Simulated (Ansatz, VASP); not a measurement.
## Two plane-wave programs on Ca3Pb2

INCAR

```
PREC = Accurate ; ENCUT = 600
EDIFF = 1E-6 ; ISMEAR = 0
SIGMA = 0.1 ; LREAL = False
LASPH = True ; NELM = 100
ALGO = Normal ; ISIF = 3
LWAVE = False ; LCHARG = False
GGA = PE ; IBRION = 2
NSW = 90 ; EDIFFG = -0.04
```

KPOINTS

```
Automatic mesh
0
Gamma
  4 4 4
```

POSCAR

```
Ca3Pb2
1.0
    5.0689488000      0.0000000000      0.0000000000
    0.0000000000      5.0689488000      0.0000000000
    0.0000000000      0.0000000000      5.0689488000
Ca Pb
3 2
Direct
    0.5000000000      0.0000000000      0.0000000000
    0.0000000000      0.5000000000      0.0000000000
    0.0000000000      0.0000000000      0.5000000000
    0.0000000000      0.0000000000      0.0000000000
    0.5000000000      0.5000000000      0.5000000000
```

Input for Ansatz:

```yaml
crystal:
  lattice:
    - [5.0689488, 0.0, 0.0]
    - [0.0, 5.0689488, 0.0]
    - [0.0, 0.0, 5.0689488]
  atoms:
    - { symbol: Ca, position: [0.5, 0.0, 0.0] }
    - { symbol: Ca, position: [0.0, 0.5, 0.0] }
    - { symbol: Ca, position: [0.0, 0.0, 0.5] }
    - { symbol: Pb, position: [0.0, 0.0, 0.0] }
    - { symbol: Pb, position: [0.5, 0.5, 0.5] }
basis:
  ecutwfc: 420
kpoints:
  mp_grid: { grid: [4, 4, 4] }
hamiltonian:
  xc: pbe
scf:
  occupations: { method: gaussian, width: 0.1 }
  lower_state_search: "off"
output:
  forces: true
  stress: true
  eigenvalues: true
relax:
  adjacent_minimum: "off"
  f_tol: 0.04
  max_steps: 70
  cell: { stress_tol: 0.4 }
```

Alike in both runs: task relaxation of cell and atoms; functional PBE; k mesh 4 × 4 × 4; occupations gaussian, width 0.1 eV; no spin polarisation.

|  | VASP | Ansatz |
| --- | --- | --- |
| version | VASP 6.6.1 | Ansatz 0.2.0 |
| potentials or method | VASP PAW PBE potentials, release 64 (Ca_sv, Pb_d), cutoff 600 eV | scalar-relativistic, plane waves, PAW |
| valence electrons in the cell | 58 | 58 |

```csv
,VASP,Ansatz,Ansatz less VASP
"gap on the k mesh at the Fermi level, each at its own relaxed structure (eV)",none,none,-
relaxed volume (Å³/atom),42.25,41.72,-0.532
relaxed length of the cell vector where the two differ most in proportion (Å),5.956,5.931,-0.0251
```

A gap of «none» marks a metal or a gap that the smearing closes.

Neither program's run includes spin-orbit coupling. Noted on VASP's run: the volume moved by over 15 % at a fixed basis, so the end points are rough.
